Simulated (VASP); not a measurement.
# Sn2Ge3 (P4/mmm) in VASP: further runs

Sn2Ge3 is run at these levels: PBE; tasks: single point, relaxation of cell and atoms.

Program: VASP 6.6.1. These are calculated values, not measurements. Logs are shortened: lines on timing, memory, paths and dates and some standing lists are left out, and cuts for length are marked.

## (1) The cell of the first run

Symmetry: P4/mmm, No. 123, tetragonal system. The conventional cell has a = 4.320 Å, b = 4.320 Å, c = 6.724 Å, α = 90.00°, β = 90.00°, γ = 90.00°. Within 4.0 Å of Sn (site symmetry mmm) lie 8 Ge at 3.03 to 4.00 Å and 4 Sn at 3.05 Å. Within 3.3 Å of Ge (site symmetry 4mm) lie 5 Ge at 2.48 to 3.30 Å and 4 Sn at 3.03 Å. Within 4.4 Å of Ge (site symmetry 4/mmm) lie 12 Ge at 3.30 to 4.32 Å and 8 Sn at 4.00 Å.

The cell was generated, and may not be a known phase.

## (2) Single point, PBE

Input file INCAR:

```
SYSTEM = Sn2Ge3
PREC     = Accurate       ! precision mode
ENCUT    = 520            ! plane-wave cutoff, eV
EDIFF    = 1E-6           ! SCF threshold, eV
ISMEAR   = 0              ! smearing method
SIGMA    = 0.1            ! smearing width, eV
LREAL    = .False.        ! projectors in reciprocal space
LASPH    = .True.         ! aspherical terms in the spheres
NELM     = 60             ! most SCF steps
ALGO     = Normal         ! electronic algorithm
ISIF     = 2              ! what is computed and relaxed
LWAVE    = .False.        ! write WAVECAR
LCHARG   = .True.         ! write CHGCAR
GGA      = PE             ! functional
LELF     = .True.         ! ELF
LVHAR    = .True.       
NBANDS   = 43             ! bands
```

Input file KPOINTS:

```
Automatic mesh
0
Gamma
  4 4 4
  0 0 0
```

Input file POSCAR:

```
Sn2Ge3
1.0
    4.3197638231      0.0000000000      0.0000000000
    0.0000000000      4.3197638231      0.0000000000
    0.0000000000      0.0000000000      6.7244053354
Sn Ge
2 3
Direct
    0.0000000000      0.5000000000      0.5000000000
    0.5000000000      0.0000000000      0.5000000000
    0.5000000000      0.5000000000      0.8155678753
    0.5000000000      0.5000000000      0.1844321247
    0.0000000000      0.0000000000      0.0000000000
```

Potentials or basis: VASP PAW PBE potentials, release 64 (Sn_d, Ge_d).

Launch:

```
> cat potpaw_PBE.64/Sn_d/POTCAR potpaw_PBE.64/Ge_d/POTCAR > POTCAR
> mpirun -np 1 vasp_std > vasp.out
```

OUTCAR:

```text
SYSTEM = Sn2Ge3
   PREC = Accurate
   ENCUT = 520
   EDIFF = 1E-6
   ISMEAR = 0
   LREAL = .False.
   LASPH = .True.
   NELM = 60
   ISIF = 2
   GGA = PE

 ion  position               nearest neighbor table
   1  0.000  0.500  0.500-   3 3.03   4 3.03   3 3.03   4 3.03   2 3.05   2 3.05   2 3.05   2 3.05

   2  0.500  0.000  0.500-   3 3.03   4 3.03   3 3.03   4 3.03   1 3.05   1 3.05   1 3.05   1 3.05

   3  0.500  0.500  0.816-   4 2.48   2 3.03   1 3.03   2 3.03   1 3.03
   4  0.500  0.500  0.184-   3 2.48   2 3.03   1 3.03   2 3.03   1 3.03
   5  0.000  0.000  0.000-

  LATTYP: Found a simple tetragonal cell.
 ALAT       =     4.3197638231
 C/A-ratio  =     1.5566604126

  Lattice vectors:

 A1 = (   4.3197638231,   0.0000000000,   0.0000000000)
 A2 = (   0.0000000000,   4.3197638231,   0.0000000000)
 A3 = (   0.0000000000,   0.0000000000,   6.7244053354)

Analysis of symmetry for initial positions (statically):
=====================================================================
 Subroutine PRICEL returns:
 Original cell was already a primitive cell.

 Routine SETGRP: Setting up the symmetry group for a
 simple tetragonal supercell.

 Subroutine GETGRP returns: Found 16 space group operations
 (whereof 16 operations were pure point group operations)
 out of a pool of 16 trial point group operations.

The static configuration has the point symmetry D_4h.

Analysis of symmetry for dynamics (positions and initial velocities):
=====================================================================
 Subroutine PRICEL returns:
 Original cell was already a primitive cell.

 Routine SETGRP: Setting up the symmetry group for a
 simple tetragonal supercell.

 Subroutine GETGRP returns: Found 16 space group operations
 (whereof 16 operations were pure point group operations)
 out of a pool of 16 trial point group operations.

The dynamic configuration has the point symmetry D_4h.

 Subroutine INISYM returns: Found 16 space group operations
 (whereof 16 operations are pure point group operations),
 and found     1 'primitive' translations

----------------------------------------------------------------------------------------

                                     Primitive cell

  volume of cell :     125.4798

  direct lattice vectors                    reciprocal lattice vectors
     4.319763823  0.000000000  0.000000000     0.231494137  0.000000000  0.000000000
     0.000000000  4.319763823  0.000000000     0.000000000  0.231494137  0.000000000
     0.000000000  0.000000000  6.724405335     0.000000000  0.000000000  0.148712035

  length of vectors
     4.319763823  4.319763823  6.724405335     0.231494137  0.231494137  0.148712035

  position of ions in fractional coordinates (direct lattice)
     0.000000000  0.500000000  0.500000000
     0.500000000  0.000000000  0.500000000
     0.500000000  0.500000000  0.815567875
     0.500000000  0.500000000  0.184432125
     0.000000000  0.000000000  0.000000000

  ion indices of the primitive-cell ions
   primitive index   ion index
                 1           1
                 2           2
                 3           3
                 4           4
                 5           5

----------------------------------------------------------------------------------------

 KPOINTS: Automatic mesh

Automatic generation of k-mesh.
 Grid dimensions read from file:
 generate k-points for:    4    4    4

 Generating k-lattice:

  Cartesian coordinates                     Fractional coordinates (reciprocal lattice)
     0.057873534  0.000000000  0.000000000     0.250000000  0.000000000  0.000000000
     0.000000000  0.057873534  0.000000000     0.000000000  0.250000000  0.000000000
     0.000000000  0.000000000  0.037178009     0.000000000  0.000000000  0.250000000

  Length of vectors
     0.057873534  0.057873534  0.037178009

  Shift w.r.t. Gamma in fractional coordinates (k-lattice)
     0.000000000  0.000000000  0.000000000

 Subroutine IBZKPT returns following result:
 ===========================================

 Found     18 irreducible k-points:

 Following reciprocal coordinates:
            Coordinates               Weight
  0.000000  0.000000  0.000000      1.000000
  0.250000  0.000000  0.000000      4.000000
  0.500000  0.000000  0.000000      2.000000
  0.250000  0.250000  0.000000      4.000000
  0.500000  0.250000  0.000000      4.000000
  0.500000  0.500000  0.000000      1.000000
[... 10 lines left out ...]
  0.500000  0.250000  0.500000      4.000000
  0.500000  0.500000  0.500000      1.000000
   k-points           NKPTS =     18   k-points in BZ     NKDIM =     18   number of bands    NBANDS=     43
   number of dos      NEDOS =    301   number of ions     NIONS =      5
   total plane-waves  NPLWV =  51200
   dimension x,y,z NGX =    32 NGY =   32 NGZ =   50
   dimension x,y,z NGXF=    64 NGYF=   64 NGZF=  100
   ions per type =               2   3
   NGX,Y,Z   is equivalent  to a cutoff of  12.32, 12.32, 12.36 a.u.
   NGXF,Y,Z  is equivalent  to a cutoff of  24.63, 24.63, 24.72 a.u.
 SYSTEM =  Sn2Ge3
   PREC   = accura    normal or accurate (medium, high low for compatibility)
   ISTART =      0    job   : 0-new  1-cont  2-samecut
   ICHARG =      2    charge: 1-file 2-atom 10-const
   ISPIN  =      1    spin polarized calculation?
   LNONCOLLINEAR =      F non collinear calculations
   LSORBIT =      F    spin-orbit coupling
   LASPH  =      T    aspherical Exc in radial PAW
   ENCUT  =  520.0 eV  38.22 Ry    6.18 a.u.   8.03  8.03 12.50*2*pi/ulx,y,z
   NELM   =     60;   NELMIN=  2; NELMDL= -5     # of ELM steps
   EDIFF  = 0.1E-05   stopping-criterion for ELM
   LREAL  =      F    real-space projection
   EDIFFG = 0.1E-04   stopping-criterion for IOM
   NSW    =      0    number of steps for IOM
   IBRION =     -1    ionic relax: 0-MD 1-quasi-New 2-CG
   NFREE  =      0    steps in history (QN), initial steepest desc. (CG)
   ISIF   =      2    stress and relaxation
   ISYM   =      2    0-nonsym 1-usesym 2-fastsym
   POTIM  = 0.5000    time-step for ionic-motion
   TEBEG  =    0.0;   TEEND  =   0.0 temperature during run
   PSTRESS=    0.0 pullay stress
   NELECT =      70.0000    total number of electrons
   NUPDOWN=      -1.0000    fix difference up-down
   EMIN   =  10.00;   EMAX   =-10.00  energy-range for DOS
   EFERMI =   0.00;   METHOD = LEGACY
   ISMEAR =     0;   SIGMA  =   0.10  broadening in eV -4-tet -1-fermi 0-gaus
   EFERMI_NEDOS =   21; number of points for ismear=-14 and -15
   IALGO  =     38    algorithm
   IMIX   =      4    mixing-type and parameters
     AMIX     =   0.40;   BMIX     =  1.00
     AMIX_MAG =   1.60;   BMIX_MAG =  1.00
  volume/ion in A,a.u.               =      25.10       169.36
  Fermi-wavevector in a.u.,A,eV,Ry     =   1.347668  2.546723 24.711020  1.816209
  Thomas-Fermi vector in A             =   2.475400
   LORBIT       =      0    0 simple, 1 ext, 2 COOP (PROOUT), +10 PAW based schemes
   GGA     = PE    functional components
   LHFCALC =     F    Hartree Fock is set to
   AEXX    =    0.0000 exact exchange contribution
   IVDW    =     0    specifies the selected vdW correction
   LEPSILON=     F    determine dielectric tensor
   LRPA    =     F    only Hartree local field effects (RPA)
 non-spin polarized calculation
 Gauss-broadening in eV      SIGMA  =   0.10
  energy-cutoff  :      520.00
  volume of cell :      125.48
 maximum number of plane-waves:      3424
   NGX = 17   NGY = 17   NGZ = 25

 number of electron      69.9999970 magnetization

 Free energy of the ion-electron system (eV)
  ---------------------------------------------------
  ext. energy  EPLUGINS =         0.00000000
  ---------------------------------------------------
  free energy    TOTEN  =       -19.32158595 eV

  energy without entropy =      -19.30654702  energy(sigma->0) =      -19.31406649

 E-fermi :   6.1102     XC(G=0): -10.1719

 val. band max:        6.0807787117   @ k =   0.0000   0.0000   0.0000
 cond. band min:       6.1648463682   @ k =   0.2500   0.2500   0.2500
 fundamental gap:      0.0840676565
 Fermi energy:         6.1101614150

 k-point     1 :       0.0000    0.0000    0.0000
  band No.  band energies     occupation
      1     -18.9009      2.00000
      2     -18.9000      2.00000
      3     -18.8846      2.00000
      4     -18.8846      2.00000
      5     -18.8810      2.00000
      6     -18.6593      2.00000
[... 35 lines left out ...]
     42       9.9043      0.00000
     43      10.4539      0.00000

 k-point     2 :       0.2500    0.0000    0.0000
  band No.  band energies     occupation
      1     -18.9008      2.00000
      2     -18.8991      2.00000
      3     -18.8850      2.00000
      4     -18.8850      2.00000
      5     -18.8809      2.00000
      6     -18.6588      2.00000
[... 35 lines left out ...]
     42      10.6866      0.00000
     43      10.9388      0.00000

 k-point     3 :       0.5000    0.0000    0.0000
  band No.  band energies     occupation
      1     -18.9008      2.00000
      2     -18.8983      2.00000
      3     -18.8855      2.00000
      4     -18.8854      2.00000
      5     -18.8808      2.00000
      6     -18.6584      2.00000
[... 35 lines left out ...]
     42       8.6456      0.00000
     43       9.9835      0.00000

 k-point     4 :       0.2500    0.2500    0.0000
  band No.  band energies     occupation
      1     -18.9008      2.00000
      2     -18.8983      2.00000
      3     -18.8854      2.00000
      4     -18.8849      2.00000
      5     -18.8807      2.00000
      6     -18.6584      2.00000
[... 587 lines left out ...]
     42       9.7278      0.00000
     43      11.0633      0.00000

 k-point    17 :       0.5000    0.2500    0.5000
  band No.  band energies     occupation
      1     -18.9007      2.00000
      2     -18.8975      2.00000
      3     -18.8853      2.00000
      4     -18.8852      2.00000
      5     -18.8804      2.00000
      6     -18.6561      2.00000
[... 35 lines left out ...]
     42      10.8604      0.00000
     43      10.8768      0.00000

 k-point    18 :       0.5000    0.5000    0.5000
  band No.  band energies     occupation
      1     -18.9007      2.00000
      2     -18.8967      2.00000
      3     -18.8851      2.00000
      4     -18.8851      2.00000
      5     -18.8800      2.00000
      6     -18.6559      2.00000
[... 35 lines left out ...]
     42      12.5348      0.00000
     43      12.5348      0.00000

------------------------ aborting loop because EDIFF is reached ----------------------------------------

  FORCE on cell =-STRESS in cart. coord.  units (eV):
  Direction    XX          YY          ZZ          XY          YZ          ZX
  --------------------------------------------------------------------------------------
  -------------------------------------------------------------------------------------
  Total       -0.1981119     -0.1981119      0.0091628      0.0000000      0.0000000      0.0000000
  in kB       -2.5295727     -2.5295727      0.1169948      0.0000000      0.0000000      0.0000000
  external PRESSURE =      -1.6473835 kB  Pullay stress =       0.0000000 kB

 VOLUME and BASIS-vectors are now :
 -----------------------------------------------------------------------------
  energy-cutoff  :      520.00
  volume of cell :      125.48
      direct lattice vectors                 reciprocal lattice vectors
     4.319763823  0.000000000  0.000000000     0.231494137  0.000000000  0.000000000
     0.000000000  4.319763823  0.000000000     0.000000000  0.231494137  0.000000000
     0.000000000  0.000000000  6.724405335     0.000000000  0.000000000  0.148712035

 POSITION                                       TOTAL-FORCE (eV/Angst)
 -----------------------------------------------------------------------------------
      0.00000      2.15988      3.36220        -0.000000      0.000000      0.000000
      2.15988      0.00000      3.36220        -0.000000      0.000000      0.000000
      2.15988      2.15988      5.48421        -0.000000     -0.000000      0.004396
      2.15988      2.15988      1.24020         0.000000     -0.000000     -0.004396
      0.00000      0.00000      0.00000        -0.000000      0.000000      0.000000
 -----------------------------------------------------------------------------------
    total drift:                                0.000000     -0.000000     -0.000000

  FREE ENERGIE OF THE ION-ELECTRON SYSTEM (eV)
  ---------------------------------------------------
  free  energy   TOTEN  =       -19.3215859537 eV

  energy  without entropy=      -19.3065470224  energy(sigma->0) =      -19.31406649
```

Run time: 1.8 min. Hardware: 1 thread of Intel Xeon 8259CL, shared host; peak memory 0.26 GiB.

What came out:

```yaml
Free_energy: -19.3216 eV
Pressure: -0.2 GPa
Largest_force: 0.004 eV/Å
Band_gap_on_the_k_mesh: zero (bands 35 and 36 overlap by 2.70 eV)
```

Forces in eV/Å, atoms in the order of the input:
```
Sn   0.000  0.000  0.000
Sn   0.000  0.000  0.000
Ge   0.000  0.000  0.004
Ge   0.000  0.000 -0.004
Ge   0.000  0.000  0.000
```

Caveat: the k points lie up to 0.36 Å⁻¹ apart, too coarse for converged energies and pressures of a metal; spin-orbit coupling is left out, which moves the levels of the heavy elements.

(Continued in part 2 of 3.)

The gap in the log of VASP goes by the Fermi energy; the results here count the filled bands.